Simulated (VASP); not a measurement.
# Co: single point with PBE

The system is Co.

```
Co
1.0
    -1.36426    1.36426    1.36426
     1.36426   -1.36426    1.36426
     1.36426    1.36426   -1.36426
Co
1
Direct
  0.00000 0.00000 0.00000
```

This isn't the form of Co at room conditions, which is hcp.

```json
{"Program": "VASP 6.6.1", "Task": "single point", "Functional": "PBE", "Potentials or basis": "VASP PAW PBE potentials, release 64 (Co_sv)", "Cutoff": "690 eV", "k mesh": "26 × 26 × 26", "Occupations": "fermi-dirac, width 0.1 eV", "Spin": "no spin polarisation"}
```

* Pressure: 9.1 GPa
* Band gap on the k mesh: zero (an odd number of electrons rules out a gap without spin polarisation)

Levels at points of the mesh, in eV from the Fermi level:
```csv
k point,band 7,band 8,band 9,band 10,band 11,band 12
"(0.00, 0.00, 0.00)",-1.94,-1.94,-0.30,-0.30,26.24,26.24
"(0.50, 0.00, 0.00)",-0.34,-0.08,0.28,0.96,8.04,19.35
"(0.50, 0.50, 0.50)",0.67,0.67,0.67,10.47,10.47,10.47
```

It took 93 s on 1 thread of AMD EPYC 7R43 64-Core Processor (Zen 3), on a shared host, peak memory 0.17 GiB.

Caveat: the cell stands under pressure; the run has no spin polarisation, though such a crystal can be magnetic. Spin polarisation is off, so any magnetic state and its effect on volume and gap are missing.
